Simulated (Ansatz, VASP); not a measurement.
One calculation of Hf, two programs

```
CELL_PARAMETERS angstrom
-0.00969 2.22872 2.28461
2.21265 0.05154 2.22339
2.24154 2.19639 0.02264
ATOMIC_POSITIONS crystal
Hf 0.99629 0.02929 0.98521
```

Change from the starting cell: cell strained at random at fixed volume.

Alike in both runs: task single point; functional PBEsol; k mesh 10 × 10 × 10; occupations methfessel-paxton of order 1, width 0.2 eV; no spin polarisation; Hubbard terms Hf d U = 4.5 eV.

|  | VASP | Ansatz |
| --- | --- | --- |
| version | VASP 6.6.1 | Ansatz 0.2.0 |
| potentials or method | VASP PAW PBE potentials, release 64 (Hf_pv), cutoff 520 eV | all-electron LAPW, scalar-relativistic |

|  | VASP | Ansatz | Ansatz less VASP |
| --- | --- | --- | --- |
| gap on the k mesh at the Fermi level (eV) | none | none | - |
| pressure (GPa) | 15.1 | 6.6 | -8.59 |
| traceless stress, the component that is largest in VASP (GPa) | -4.28 | -2.28 | +1.996 |

VASP's potentials were made for PBE, not for PBEsol. The programs project onto different local orbitals, so the same U acts differently, and such runs can settle in different states. A gap of «none» marks a metal or a gap that the smearing closes. Ansatz ran all-electron here, and VASP with PAW potentials.

Spin-orbit coupling is off throughout. Noted on Ansatz's run: U is the effective U less J, on atomic orbitals that reach past the spheres.
